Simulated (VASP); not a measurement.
# AlN (R-3m) in VASP: a series of runs

Runs on AlN. Level: PBE. Tasks: single point.

All numbers are computed with VASP 6.6.1; they aren't measurements. Logs are shortened: lines on timing, memory, paths and dates and some standing lists are left out, and cuts for length are marked.

## 1. The cell of the first run

The structure is trigonal, space group R-3m (No. 166). The conventional cell has a = 2.964 Å, b = 2.964 Å, c = 7.710 Å, α = 90.00°, β = 90.00°, γ = 120.00°. Within 2.8 Å of Al (site symmetry -3m) lie 6 N at 2.14 Å. Within 2.8 Å of N (site symmetry -3m) lie 6 Al at 2.14 Å.

## 2. Single point, PBE

Input file INCAR:

```
SYSTEM = AlN
ALGO = Normal
EDIFF = 1E-7
ENCUT = 520
GGA = PE
ISIF = 2
ISMEAR = 0
LASPH = .True.
LCHARG = .False.
LREAL = .False.
LWAVE = .False.
NBANDS = 11
NELM = 60
PREC = Accurate
SIGMA = 0.05
```

Input file KPOINTS:

```
k-points
0
Gamma
  10 10 10
  0 0 0
```

Input file POSCAR:

```
AlN
1.0
    0.0867566252      2.1823272820      2.1823272820
    2.1823272820      0.0867566252      2.1823272820
    2.1823272820      2.1823272820      0.0867566252
Al N
1 1
Direct
    0.5000000000      0.5000000000      0.5000000000
    0.0000000000      0.0000000000      0.0000000000
```

Potentials or basis: VASP PAW PBE potentials, release 64 (Al, N).

Started as:

```bash
$ cat potpaw_PBE.64/Al/POTCAR potpaw_PBE.64/N/POTCAR > POTCAR
$ mpirun -np 1 vasp_std > vasp.out
```

OUTCAR:

```text
SYSTEM = AlN
   EDIFF = 1E-7
   ENCUT = 520
   GGA = PE
   ISIF = 2
   ISMEAR = 0
   LASPH = .True.
   LREAL = .False.
   NELM = 60
   PREC = Accurate

 ion  position               nearest neighbor table
   1  0.500  0.500  0.500-   2 2.14   2 2.14   2 2.14   2 2.14   2 2.14   2 2.14
   2  0.000  0.000  0.000-   1 2.14   1 2.14   1 2.14   1 2.14   1 2.14   1 2.14

  LATTYP: Found a trigonal (rhomboedric) cell.
 ALAT       =     3.0874959828
 COS(alpha) =     0.5393280015

  Lattice vectors:

 A1 = (   0.0867566252,   2.1823272820,   2.1823272820)
 A2 = (   2.1823272820,   0.0867566252,   2.1823272820)
 A3 = (   2.1823272820,   2.1823272820,   0.0867566252)

Analysis of symmetry for initial positions (statically):
=====================================================================
 Subroutine PRICEL returns:
 Original cell was already a primitive cell.

 Routine SETGRP: Setting up the symmetry group for a
 trigonal (rhombohedral) supercell.

 Subroutine GETGRP returns: Found 12 space group operations
 (whereof 12 operations were pure point group operations)
 out of a pool of 12 trial point group operations.

The static configuration has the point symmetry D_3d.

Analysis of symmetry for dynamics (positions and initial velocities):
=====================================================================
 Subroutine PRICEL returns:
 Original cell was already a primitive cell.

 Routine SETGRP: Setting up the symmetry group for a
 trigonal (rhombohedral) supercell.

 Subroutine GETGRP returns: Found 12 space group operations
 (whereof 12 operations were pure point group operations)
 out of a pool of 12 trial point group operations.

The dynamic configuration has the point symmetry D_3d.

 Subroutine INISYM returns: Found 12 space group operations
 (whereof 12 operations are pure point group operations),
 and found     1 'primitive' translations

----------------------------------------------------------------------------------------

                                     Primitive cell

  volume of cell :      19.5480

  direct lattice vectors                    reciprocal lattice vectors
     0.086756625  2.182327282  2.182327282    -0.243248703  0.233948282  0.233948282
     2.182327282  0.086756625  2.182327282     0.233948282 -0.243248703  0.233948282
     2.182327282  2.182327282  0.086756625     0.233948282  0.233948282 -0.243248703

  length of vectors
     3.087495983  3.087495983  3.087495983     0.410650130  0.410650130  0.410650130

[... 83 lines left out ...]
   NSW    =      0    number of steps for IOM
   IBRION =     -1    ionic relax: 0-MD 1-quasi-New 2-CG
   NFREE  =      0    steps in history (QN), initial steepest desc. (CG)
   ISIF   =      2    stress and relaxation
   ISYM   =      2    0-nonsym 1-usesym 2-fastsym
   POTIM  = 0.5000    time-step for ionic-motion
   TEBEG  =    0.0;   TEEND  =   0.0 temperature during run
   PSTRESS=    0.0 pullay stress
   NELECT =       8.0000    total number of electrons
   NUPDOWN=      -1.0000    fix difference up-down
   EMIN   =  10.00;   EMAX   =-10.00  energy-range for DOS
   EFERMI =   0.00;   METHOD = LEGACY
   ISMEAR =     0;   SIGMA  =   0.05  broadening in eV -4-tet -1-fermi 0-gaus
   EFERMI_NEDOS =   21; number of points for ismear=-14 and -15
   IALGO  =     38    algorithm
   IMIX   =      4    mixing-type and parameters
     AMIX     =   0.40;   BMIX     =  1.00
     AMIX_MAG =   1.60;   BMIX_MAG =  1.00
  volume/ion in A,a.u.               =       9.77        65.96
  Fermi-wavevector in a.u.,A,eV,Ry     =   1.215451  2.296869 20.100168  1.477321
  Thomas-Fermi vector in A             =   2.350837
   LORBIT       =      0    0 simple, 1 ext, 2 COOP (PROOUT), +10 PAW based schemes
   GGA     = PE    functional components
   LHFCALC =     F    Hartree Fock is set to
   AEXX    =    0.0000 exact exchange contribution
   IVDW    =     0    specifies the selected vdW correction
   LEPSILON=     F    determine dielectric tensor
   LRPA    =     F    only Hartree local field effects (RPA)
 non-spin polarized calculation
 Gauss-broadening in eV      SIGMA  =   0.05
  energy-cutoff  :      520.00
  volume of cell :       19.55
 maximum number of plane-waves:       543
   NGX = 11   NGY = 11   NGZ = 11

 number of electron       8.0000000 magnetization

 Free energy of the ion-electron system (eV)
  ---------------------------------------------------
  ext. energy  EPLUGINS =         0.00000000
  ---------------------------------------------------
  free energy    TOTEN  =       -14.20641269 eV

  energy without entropy =      -14.20641269  energy(sigma->0) =      -14.20641269

 E-fermi :   8.4442     XC(G=0): -11.5254

 val. band max:        8.2058837886   @ k =   0.0000   0.0000   0.0000
 cond. band min:      10.8976668913   @ k =   0.5000   0.5000   0.0000
 fundamental gap:      2.6917831027
 Fermi energy:         8.4441605399

 k-point     1 :       0.0000    0.0000    0.0000
  band No.  band energies     occupation
      1      -8.1881      2.00000
      2       7.4205      2.00000
      3       8.2059      2.00000
      4       8.2059      2.00000
      5      11.2443      0.00000
      6      18.6697      0.00000
      7      20.0865      0.00000
      8      20.0865      0.00000
      9      23.3233      0.00000
     10      24.2252      0.00000
     11      24.2252      0.00000
[... 309 lines left out ...]
 k-point    24 :       0.4000    0.3000   -0.0000
  band No.  band energies     occupation
      1      -5.7043      2.00000
      2       2.7635      2.00000
      3       5.6716      2.00000
      4       5.8837      2.00000
      5      12.3841      0.00000
      6      15.0125      0.00000
      7      18.1820      0.00000
      8      21.4685      0.00000
      9      22.2025      0.00000
     10      27.9213      0.00000
     11      30.3930      0.00000

 [... further k-points ...]
[... 5 lines left out ...]
  --------------------------------------------------------------------------------------
  -------------------------------------------------------------------------------------
  Total       -3.3436256     -3.3436256     -3.3436256     -1.2808319     -1.2808319     -1.2808319
  in kB     -274.0475321   -274.0475321   -274.0475321   -104.9785044   -104.9785044   -104.9785044
  external PRESSURE =    -274.0475321 kB  Pullay stress =       0.0000000 kB

 VOLUME and BASIS-vectors are now :
 -----------------------------------------------------------------------------
  energy-cutoff  :      520.00
  volume of cell :       19.55
      direct lattice vectors                 reciprocal lattice vectors
     0.086756625  2.182327282  2.182327282    -0.243248703  0.233948282  0.233948282
     2.182327282  0.086756625  2.182327282     0.233948282 -0.243248703  0.233948282
     2.182327282  2.182327282  0.086756625     0.233948282  0.233948282 -0.243248703

 POSITION                                       TOTAL-FORCE (eV/Angst)
 -----------------------------------------------------------------------------------
      2.22571      2.22571      2.22571        -0.000000      0.000000     -0.000000
      0.00000      0.00000      0.00000         0.000000     -0.000000      0.000000
 -----------------------------------------------------------------------------------
    total drift:                                0.000000     -0.000000     -0.000000

  FREE ENERGIE OF THE ION-ELECTRON SYSTEM (eV)
  ---------------------------------------------------
  free  energy   TOTEN  =       -14.2064126911 eV

  energy  without entropy=      -14.2064126911  energy(sigma->0) =      -14.20641269
```

stdout:

```text
POSCAR found type information on POSCAR AlN
 POSCAR found :  2 types and       2 ions
 scaLAPACK will be used
 LDA part: xc-table for (Slater+PW92), standard interpolation
 POSCAR, INCAR and KPOINTS ok, starting setup
 FFT: planning ... GRIDC
 FFT: planning ... GRID_SOFT
 FFT: planning ... GRID
 WAVECAR not read
 entering main loop
```

It took 7 s on 1 thread of Intel Xeon 6975P-C (Granite Rapids), shared host; peak memory 0.14 GiB.

What came out:

```
Free energy            : -14.2064 eV
Pressure               : -27.4 GPa
Band gap on the k mesh : 2.69 eV, indirect (least direct gap 3.04 eV)
```

Levels at points of the mesh, in eV from the valence-band top:
```csv
k point,band 2,band 3,band 4,band 5,band 6,band 7
"(0.00, 0.00, 0.00)",-0.79,0.00,0.00,3.04,10.46,11.88
"(0.50, 0.00, 0.00)",-7.43,-1.41,-0.93,4.51,9.02,9.45
"(0.50, 0.50, 0.00)",-6.58,-3.00,-2.27,2.69,5.42,11.61
"(0.50, 0.50, 0.50)",-8.00,-0.70,-0.70,5.56,10.15,10.26
```

A k mesh can miss the band edges.

## 3. Single point, PBE

This run uses another cell than the first one, of the same volume but with other edges.

Input file INCAR:

```
SYSTEM = AlN
  PREC = Accurate
  ENCUT = 520
  EDIFF = 1E-6
  ISMEAR = 0
  SIGMA = 0.05
  LREAL = .FALSE.
  LASPH = .TRUE.
  NELM = 60
  ALGO = Normal
  ISIF = 2
  LWAVE = .FALSE.
  LCHARG = .TRUE.
  GGA = PE
  LELF = .TRUE.
  LVHAR = .TRUE.
  NBANDS = 11
```

Input file KPOINTS:

```
regular mesh
0
G
  10 10 10
  0 0 0
```

Input file POSCAR:

```
AlN
1.0
   -0.0427616011      2.1169152228      2.1169152228
    2.1169152228     -0.0427616011      2.1169152228
    2.1169152228      2.1169152228     -0.0427616011
Al N
1 1
Direct
    0.5000000000      0.5000000000      0.5000000000
    0.0000000000      0.0000000000      0.0000000000
```

Potentials or basis: VASP PAW PBE potentials, release 64 (Al, N).

Started as:

```bash
$ cat potpaw_PBE.64/Al/POTCAR potpaw_PBE.64/N/POTCAR > POTCAR
$ mpirun -np 1 vasp_std > vasp.out
```

It took 6.4 s on 1 thread of Intel Xeon 6975P-C (Granite Rapids), shared host; peak memory 0.14 GiB.

It converged, with:

| Property | Result |
| --- | --- |
| Free energy | -14.2643 eV |
| Pressure | -27.7 GPa |
| Band gap on the k mesh | 2.83 eV, indirect (least direct gap 3.19 eV) |

Stress tensor (GPa, compression positive):
```
-27.66   4.80   4.80
  4.80 -27.66   4.80
  4.80   4.80 -27.66
```

Levels at points of the mesh, in eV from the valence-band top:
```
           k point  band 1  band 2  band 3  band 4  band 5  band 6  band 7  band 8
(0.00, 0.00, 0.00)  -16.37   -0.35   -0.35    0.00    3.19   11.10   11.10   11.97
(0.50, 0.00, 0.00)  -13.78   -7.61   -1.08   -0.86    4.97    9.46    9.78   10.52
(0.50, 0.50, 0.00)  -12.98   -6.55   -2.80   -2.43    2.83    5.33   11.81   14.42
(0.50, 0.50, 0.50)  -13.61   -7.33   -1.21   -1.21    4.54    9.05    9.05   10.76
```

A k mesh can miss the band edges. A hybrid or GW would open this gap; PBE tends to underestimate it.

## 4. Single point, PBE

Input file INCAR:

```
PREC = Accurate ; ENCUT = 520
EDIFF = 1E-6 ; ISMEAR = 0
SIGMA = 0.05 ; LREAL = False
LASPH = True ; NELM = 80
ALGO = Normal ; ISIF = 2
LWAVE = False ; LCHARG = False
GGA = PE ; NBANDS = 11
```

Input file KPOINTS:

```
regular mesh
0
Gamma
  10 10 10
```

Input file POSCAR:

```
AlN
1.0
    0.0431808214      2.1598877540      2.1598877540
    2.1598877540      0.0431808214      2.1598877540
    2.1598877540      2.1598877540      0.0431808214
Al N
1 1
Direct
    0.5000000000      0.5000000000      0.5000000000
    0.0000000000      0.0000000000      0.0000000000
```

Started as:

```bash
$ cat potpaw_PBE.64/Al/POTCAR potpaw_PBE.64/N/POTCAR > POTCAR
$ mpirun -np 1 vasp_std > vasp.out
```

Wall time 6.3 s (1 thread of Intel Xeon 6975P-C (Granite Rapids), shared host); peak memory 0.14 GiB.

It converged, with:

```yaml
Free_energy: -14.2636 eV
Pressure: -27.7 GPa
Band_gap_on_the_k_mesh: 2.94 eV, indirect (least direct gap 3.29 eV)
```

Stress tensor (GPa, compression positive):
```
-27.65  -5.11  -5.11
 -5.11 -27.65  -5.11
 -5.11  -5.11 -27.65
```

Levels at points of the mesh, in eV from the valence-band top:
| k point | band 1 | band 2 | band 3 | band 4 | band 5 | band 6 | band 7 | band 8 |
| --- | --- | --- | --- | --- | --- | --- | --- | --- |
| (0.00, 0.00, 0.00) | -16.26 | -0.38 | 0.00 | 0.00 | 3.29 | 10.99 | 11.75 | 11.75 |
| (0.50, 0.00, 0.00) | -13.59 | -7.36 | -1.10 | -0.86 | 4.85 | 9.33 | 9.58 | 10.75 |
| (0.50, 0.50, 0.00) | -12.87 | -6.44 | -2.69 | -2.33 | 2.94 | 5.44 | 11.92 | 14.60 |
| (0.50, 0.50, 0.50) | -13.75 | -7.65 | -0.75 | -0.75 | 5.34 | 9.98 | 9.98 | 10.52 |

## 5. Summary

```tsv
cell	gap on the mesh (eV)	pressure (GPa)
a = 3.087 Å, angles 57.4°, 2 atoms	2.69	-27.4
a = 2.994 Å, angles 61.3°, 2 atoms	2.83	-27.7
a = 3.055 Å, angles 58.7°, 2 atoms	2.94	-27.7
```

Alike in all rows: task single point; level PBE; potentials or basis VASP PAW PBE potentials, release 64 (Al, N); no spin polarisation; k mesh 10 × 10 × 10; cutoff (eV) 520; smearing gaussian 0.05 eV.

Total energies depend on the potentials used, so only differences within one code and one set of settings carry meaning.
